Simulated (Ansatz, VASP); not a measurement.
## KTaO3 in VASP and in Ansatz

File POSCAR:

```
KTaO3
1.0
    3.9087285885      0.0000000000      0.0000000000
    0.0000000000      3.9087285885      0.0000000000
    0.0000000000      0.0000000000      3.9087285885
K Ta O
1 1 3
Direct
    0.5000000000      0.5000000000      0.5000000000
    0.0000000000      0.0000000000      0.0000000000
    0.5000000000      0.0000000000      0.0000000000
    0.0000000000      0.5000000000      0.0000000000
    0.0000000000      0.0000000000      0.5000000000
```

The input INCAR.step1:

```
SYSTEM = KTaO3
  PREC = Accurate
  ENCUT = 520
  ISMEAR = 0
  SIGMA = 0.02
  LREAL = .False.
  LASPH = .True.
  NELM = 60
  NBANDS = 27
  GGA = PE
  ALGO = Normal
  EDIFF = 1E-4
  LWAVE = .True.
  LCHARG = .False.
```

The input INCAR.step2:

```
SYSTEM = KTaO3
  PREC = Accurate
  ENCUT = 520
  EDIFF = 1E-6
  ISMEAR = 0
  SIGMA = 0.02
  LREAL = .False.
  LASPH = .True.
  NELM = 60
  ALGO = Normal
  ISIF = 2
  LWAVE = .False.
  LCHARG = .True.
  METAGGA = R2SCAN
  LMIXTAU = .True.
  LELF = .True.
  LVHAR = .True.
  NBANDS = 27
  ISTART = 1
```

KPOINTS

```
Automatic mesh
0
Gamma
  6 6 6
  0 0 0
```

Input for Ansatz:

```yaml
crystal:
  lattice:
    - [3.9087285897, 0.0, 0.0]
    - [0.0, 3.9087285897, 0.0]
    - [0.0, 0.0, 3.9087285897]
  atoms:
    - { symbol: K, position: [0.5, 0.5, 0.5] }
    - { symbol: Ta, position: [0.0, 0.0, 0.0] }
    - { symbol: O, position: [0.5, 0.0, 0.0] }
    - { symbol: O, position: [0.0, 0.5, 0.0] }
    - { symbol: O, position: [0.0, 0.0, 0.5] }
basis:
  ecutwfc: 500
kpoints:
  mp_grid: { grid: [6, 6, 6] }
hamiltonian:
  xc: r2scan
scf:
  occupations: { method: gaussian, width: 0.02 }
output:
  forces: true
  stress: true
  eigenvalues: true
```

Alike in both runs: task single point; functional r2SCAN; k mesh 6 × 6 × 6; occupations gaussian, width 0.02 eV; no spin polarisation.

|  | VASP | Ansatz |
| --- | --- | --- |
| version | VASP 6.6.1 | Ansatz 0.2.0 |
| potentials or method | VASP PAW PBE potentials, release 64 (K_sv, Ta_pv, O), cutoff 520 eV | scalar-relativistic, plane waves, PAW |
| valence electrons in the cell | 38 | 40 |

|  | VASP | Ansatz | Ansatz less VASP |
| --- | --- | --- | --- |
| gap on the k mesh at the Fermi level (eV) | 2.75 | 2.78 | +0.035 |
| least direct gap on the mesh (eV) | 3.37 | 3.38 | +0.016 |
| pressure (GPa) | 16.1 | 14.8 | -1.28 |

VASP's potentials were made for PBE, not for r2SCAN. The functional is the same, so the differences come from potentials, cutoffs and numerics. VASP's potentials hold 38 valence electrons a cell and Ansatz's 40, so a difference there can come from the potentials and not from the codes.

Spin-orbit coupling is off throughout.
